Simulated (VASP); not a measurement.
# SnSe2 (base) (P-3m1) in VASP: a series of runs

SnSe2 (base) is run at these levels: PBE+D3(BJ); tasks: single point, relaxation of cell and atoms.

Program: VASP 6.6.1. These are calculated values, not measurements. Logs are shortened: lines on timing, memory, paths and dates and some standing lists are left out, and cuts for length are marked.

### Step 1. The cell of the first run

Symmetry: P-3m1, No. 164, trigonal system. The conventional cell has a = 3.840 Å, b = 3.840 Å, c = 6.009 Å, α = 90.00°, β = 90.00°, γ = 120.00°. Within 3.6 Å of Sn (site symmetry -3m) lie 6 Se at 2.73 Å. Within 3.6 Å of Se (site symmetry 3m) lie 3 Sn at 2.73 Å and 3 Se at 3.59 Å.

### Step 2. Single point, PBE+D3(BJ)

Contents of INCAR:

```
PREC = Accurate
ENCUT = 520
EDIFF = 1E-6
ISMEAR = 0
SIGMA = 0.02
LREAL = F
LASPH = T
NELM = 60
ALGO = Normal
ISIF = 2
LWAVE = F
LCHARG = F
GGA = PE
IVDW = 12
NBANDS = 20
```

Contents of KPOINTS:

```
regular mesh
0
Gamma
  12 12 6
```

Contents of POSCAR:

```
SnSe2
1.0
    3.8396558142      0.0000000000      0.0000000000
   -1.9198279071      3.3252394769      0.0000000000
    0.0000000000      0.0000000000      6.0094184889
Sn Se
1 2
Direct
    0.0000000000      0.0000000000      0.0000000000
    0.3333333333      0.6666666667      0.2652039934
    0.6666666667      0.3333333333      0.7347960066
```

Potentials or basis: VASP PAW PBE potentials, release 64 (Sn_d, Se).

Command:

```bash
cat potpaw_PBE.64/Sn_d/POTCAR potpaw_PBE.64/Se/POTCAR > POTCAR
mpirun -np 1 vasp_std > vasp.out
```

OUTCAR:

```text
PREC = Accurate
   ENCUT = 520
   EDIFF = 1E-6
   ISMEAR = 0
   LREAL = F
   LASPH = T
   NELM = 60
   ISIF = 2
   GGA = PE
   IVDW = 12
 IVDW          = 12

 ion  position               nearest neighbor table
   1  0.000  0.000  0.000-   2 2.73   3 2.73   3 2.73   2 2.73   3 2.73   2 2.73
   2  0.333  0.667  0.265-   1 2.73   1 2.73   1 2.73
   3  0.667  0.333  0.735-   1 2.73   1 2.73   1 2.73

  LATTYP: Found a hexagonal cell.
 ALAT       =     3.8396558142
 C/A-ratio  =     1.5650930135

  Lattice vectors:

 A1 = (   3.8396558142,   0.0000000000,   0.0000000000)
 A2 = (  -1.9198279071,   3.3252394769,   0.0000000000)
 A3 = (   0.0000000000,   0.0000000000,   6.0094184889)

Analysis of symmetry for initial positions (statically):
=====================================================================
 Subroutine PRICEL returns:
 Original cell was already a primitive cell.

 Routine SETGRP: Setting up the symmetry group for a
 hexagonal supercell.

 Subroutine GETGRP returns: Found 12 space group operations
 (whereof 12 operations were pure point group operations)
 out of a pool of 24 trial point group operations.

The static configuration has the point symmetry D_3d.

Analysis of symmetry for dynamics (positions and initial velocities):
=====================================================================
 Subroutine PRICEL returns:
 Original cell was already a primitive cell.

 Routine SETGRP: Setting up the symmetry group for a
 hexagonal supercell.

 Subroutine GETGRP returns: Found 12 space group operations
 (whereof 12 operations were pure point group operations)
 out of a pool of 24 trial point group operations.

The dynamic configuration has the point symmetry D_3d.

 Subroutine INISYM returns: Found 12 space group operations
 (whereof 12 operations are pure point group operations),
 and found     1 'primitive' translations

----------------------------------------------------------------------------------------

                                     Primitive cell

  volume of cell :      76.7269

  direct lattice vectors                    reciprocal lattice vectors
     3.839655814  0.000000000  0.000000000     0.260440010  0.150365110  0.000000000
    -1.919827907  3.325239477  0.000000000     0.000000000  0.300730220  0.000000000
     0.000000000  0.000000000  6.009418489     0.000000000  0.000000000  0.166405452

  length of vectors
     3.839655814  3.839655814  6.009418489     0.300730220  0.300730220  0.166405452

  position of ions in fractional coordinates (direct lattice)
     0.000000000  0.000000000  0.000000000
     0.333333333  0.666666667  0.265203993
     0.666666667  0.333333333  0.734796007

  ion indices of the primitive-cell ions
   primitive index   ion index
                 1           1
                 2           2
                 3           3

----------------------------------------------------------------------------------------

 KPOINTS: regular mesh

Automatic generation of k-mesh.
 Grid dimensions read from file:
 generate k-points for:   12   12    6

 Generating k-lattice:

  Cartesian coordinates                     Fractional coordinates (reciprocal lattice)
     0.021703334  0.012530426  0.000000000     0.083333333 -0.000000000  0.000000000
     0.000000000  0.025060852  0.000000000     0.000000000  0.083333333  0.000000000
     0.000000000  0.000000000  0.027734242     0.000000000  0.000000000  0.166666667

  Length of vectors
     0.025060852  0.025060852  0.027734242

  Shift w.r.t. Gamma in fractional coordinates (k-lattice)
     0.000000000  0.000000000  0.000000000

 Subroutine IBZKPT returns following result:
 ===========================================

 Found    100 irreducible k-points:

 Following reciprocal coordinates:
            Coordinates               Weight
  0.000000  0.000000  0.000000      1.000000
  0.083333 -0.000000  0.000000      6.000000
  0.166667  0.000000  0.000000      6.000000
  0.250000  0.000000  0.000000      6.000000
  0.333333 -0.000000  0.000000      6.000000
  0.416667 -0.000000  0.000000      6.000000
[... 16 lines left out ...]
  0.166667  0.000000  0.166667      6.000000
  0.000000  0.166667  0.166667      6.000000
 [... further k-points ...]
   k-points           NKPTS =    100   k-points in BZ     NKDIM =    100   number of bands    NBANDS=     20
   number of dos      NEDOS =    301   number of ions     NIONS =      3
   total plane-waves  NPLWV =  43200
   dimension x,y,z NGX =    30 NGY =   30 NGZ =   48
   dimension x,y,z NGXF=    60 NGYF=   60 NGZF=   96
   ions per type =               1   2
   NGX,Y,Z   is equivalent  to a cutoff of  12.99, 12.99, 13.28 a.u.
   NGXF,Y,Z  is equivalent  to a cutoff of  25.98, 25.98, 26.56 a.u.
 SYSTEM =  unknown system
   PREC   = accura    normal or accurate (medium, high low for compatibility)
   ISTART =      0    job   : 0-new  1-cont  2-samecut
   ICHARG =      2    charge: 1-file 2-atom 10-const
   ISPIN  =      1    spin polarized calculation?
   LNONCOLLINEAR =      F non collinear calculations
   LSORBIT =      F    spin-orbit coupling
   LASPH  =      T    aspherical Exc in radial PAW
   ENCUT  =  520.0 eV  38.22 Ry    6.18 a.u.   7.14  7.14 11.17*2*pi/ulx,y,z
   NELM   =     60;   NELMIN=  2; NELMDL= -5     # of ELM steps
   EDIFF  = 0.1E-05   stopping-criterion for ELM
   LREAL  =      F    real-space projection
   EDIFFG = 0.1E-04   stopping-criterion for IOM
   NSW    =      0    number of steps for IOM
   IBRION =     -1    ionic relax: 0-MD 1-quasi-New 2-CG
   NFREE  =      0    steps in history (QN), initial steepest desc. (CG)
   ISIF   =      2    stress and relaxation
   ISYM   =      2    0-nonsym 1-usesym 2-fastsym
   POTIM  = 0.5000    time-step for ionic-motion
   TEBEG  =    0.0;   TEEND  =   0.0 temperature during run
   PSTRESS=    0.0 pullay stress
   NELECT =      26.0000    total number of electrons
   NUPDOWN=      -1.0000    fix difference up-down
   EMIN   =  10.00;   EMAX   =-10.00  energy-range for DOS
   EFERMI =   0.00;   METHOD = LEGACY
   ISMEAR =     0;   SIGMA  =   0.02  broadening in eV -4-tet -1-fermi 0-gaus
   EFERMI_NEDOS =   21; number of points for ismear=-14 and -15
   IALGO  =     38    algorithm
   IMIX   =      4    mixing-type and parameters
     AMIX     =   0.40;   BMIX     =  1.00
     AMIX_MAG =   1.60;   BMIX_MAG =  1.00
  volume/ion in A,a.u.               =      25.58       172.59
  Fermi-wavevector in a.u.,A,eV,Ry     =   1.141344  2.156828 17.723862  1.302667
  Thomas-Fermi vector in A             =   2.278045
   LORBIT       =      0    0 simple, 1 ext, 2 COOP (PROOUT), +10 PAW based schemes
   GGA     = PE    functional components
   LHFCALC =     F    Hartree Fock is set to
   AEXX    =    0.0000 exact exchange contribution
   IVDW    =    12    specifies the selected vdW correction
   LEPSILON=     F    determine dielectric tensor
   LRPA    =     F    only Hartree local field effects (RPA)
 non-spin polarized calculation
 Gauss-broadening in eV      SIGMA  =   0.02
  energy-cutoff  :      520.00
  volume of cell :       76.73
 maximum number of plane-waves:      2098
 NGX is ok and might be reduce to    30
   NGX = 15   NGY = 15   NGZ = 23

 number of electron      26.0000002 magnetization

 Free energy of the ion-electron system (eV)
  ---------------------------------------------------
  ext. energy  EPLUGINS =         0.00000000
  ---------------------------------------------------
  free energy    TOTEN  =       -11.80657804 eV

  energy without entropy =      -11.80657804  energy(sigma->0) =      -11.80657804

 E-fermi :   4.6067     XC(G=0):  -9.5639

 val. band max:        4.4478511687   @ k =   0.0833   0.0833   0.0000
 cond. band min:       4.7908039179   @ k =   0.0000   0.4167   0.3333
 fundamental gap:      0.3429527492
 Fermi energy:         4.6066530575

 k-point     1 :       0.0000    0.0000    0.0000
  band No.  band energies     occupation
      1     -16.9743      2.00000
      2     -16.9743      2.00000
      3     -16.9402      2.00000
      4     -16.9290      2.00000
      5     -16.9290      2.00000
      6      -9.5134      2.00000
[... 12 lines left out ...]
     19      13.3035      0.00000
     20      13.3035      0.00000

 k-point     2 :       0.0833   -0.0000    0.0000
  band No.  band energies     occupation
      1     -16.9768      2.00000
      2     -16.9718      2.00000
      3     -16.9384      2.00000
      4     -16.9307      2.00000
      5     -16.9288      2.00000
      6      -9.4472      2.00000
[... 12 lines left out ...]
     19      12.6392      0.00000
     20      13.3550      0.00000

 k-point     3 :       0.1667    0.0000    0.0000
  band No.  band energies     occupation
      1     -16.9846      2.00000
      2     -16.9656      2.00000
      3     -16.9365      2.00000
      4     -16.9316      2.00000
      5     -16.9278      2.00000
      6      -9.2530      2.00000
[... 12 lines left out ...]
     19      12.3586      0.00000
     20      13.4610      0.00000

 k-point     4 :       0.2500    0.0000    0.0000
  band No.  band energies     occupation
      1     -16.9963      2.00000
      2     -16.9591      2.00000
      3     -16.9414      2.00000
      4     -16.9244      2.00000
      5     -16.9243      2.00000
      6      -8.9464      2.00000
[... 12 lines left out ...]
     19      12.4519      0.00000
     20      13.9022      0.00000

 k-point     5 :       0.3333   -0.0000    0.0000
  band No.  band energies     occupation
      1     -17.0088      2.00000
      2     -16.9552      2.00000
      3     -16.9462      2.00000
      4     -16.9183      2.00000
      5     -16.9162      2.00000
      6      -8.5625      2.00000
[... 12 lines left out ...]
     19      13.2529      0.00000
     20      14.4826      0.00000
[... 353 lines left out ...]
      6      -9.3906      2.00000
[... 12 lines left out ...]
     19      12.6720      0.00000
     20      13.3580      0.00000

 k-point    22 :       0.0000    0.0833    0.1667
  band No.  band energies     occupation
      1     -16.9768      2.00000
      2     -16.9718      2.00000
      3     -16.9384      2.00000
      4     -16.9307      2.00000
      5     -16.9288      2.00000
      6      -9.3905      2.00000
[... 12 lines left out ...]
     19      12.5401      0.00000
     20      12.9698      0.00000

 k-point    23 :       0.1667    0.0000    0.1667
  band No.  band energies     occupation
      1     -16.9846      2.00000
      2     -16.9656      2.00000
      3     -16.9365      2.00000
      4     -16.9316      2.00000
      5     -16.9278      2.00000
      6      -9.1978      2.00000
[... 12 lines left out ...]
     19      12.7942      0.00000
     20      13.1441      0.00000

 k-point    24 :       0.0000    0.1667    0.1667
  band No.  band energies     occupation
      1     -16.9846      2.00000
      2     -16.9656      2.00000
      3     -16.9366      2.00000
      4     -16.9316      2.00000
      5     -16.9278      2.00000
      6      -9.1974      2.00000
[... 12 lines left out ...]
     19      12.1535      0.00000
     20      13.1149      0.00000

 [... further k-points ...]

------------------------ aborting loop because EDIFF is reached ----------------------------------------

 Edisp (eV)   -1.09183

 E8    (eV) :    -0.4779

  FORCE on cell =-STRESS in cart. coord.  units (eV):
  Direction    XX          YY          ZZ          XY          YZ          ZX
  --------------------------------------------------------------------------------------
  -------------------------------------------------------------------------------------
  Total       0.03174     0.03174     0.03707     0.00000     0.00000    -0.00000
  in kB       0.66282     0.66282     0.77409     0.00000     0.00000    -0.00000
  external pressure =        0.70 kB  Pullay stress =        0.00 kB

 VOLUME and BASIS-vectors are now :
 -----------------------------------------------------------------------------
  energy-cutoff  :      520.00
  volume of cell :       76.73
      direct lattice vectors                 reciprocal lattice vectors
     3.839655814  0.000000000  0.000000000     0.260440010  0.150365110  0.000000000
    -1.919827907  3.325239477  0.000000000     0.000000000  0.300730220  0.000000000
     0.000000000  0.000000000  6.009418489     0.000000000  0.000000000  0.166405452

 POSITION                                       TOTAL-FORCE (eV/Angst)
 -----------------------------------------------------------------------------------
      0.00000      0.00000      0.00000         0.000000      0.000000      0.000000
     -0.00000      2.21683      1.59372        -0.000000      0.000000      0.013518
      1.91983      1.10841      4.41570         0.000000     -0.000000     -0.013518
 -----------------------------------------------------------------------------------
    total drift:                                0.000000      0.000000     -0.000000

  FREE ENERGIE OF THE ION-ELECTRON SYSTEM (eV)
  ---------------------------------------------------
  free  energy   TOTEN  =       -12.8984126703 eV

  energy  without entropy=      -12.8984126703  energy(sigma->0) =      -12.89841267
```

It took 3.9 min on 1 thread of Intel Xeon Platinum 8259CL at 2.50GHz (Skylake/Cascade Lake), shared host; peak memory 0.3 GiB.

What came out:

| Quantity | Value |
| --- | --- |
| Free energy | -12.8984 eV |
| Pressure | 0.1 GPa |
| Largest force | 0.014 eV/Å |
| Band gap on the k mesh | 0.34 eV, indirect (least direct gap 0.81 eV) |
| Dispersion energy per atom | -0.364 eV |

Forces in eV/Å, atoms in the order of the input:
```
Sn   0.000  0.000  0.000
Se   0.000  0.000  0.014
Se   0.000  0.000 -0.014
```

Caveat: spin-orbit coupling is left out, which moves the levels of the heavy elements.

[end of part 1 of 2]
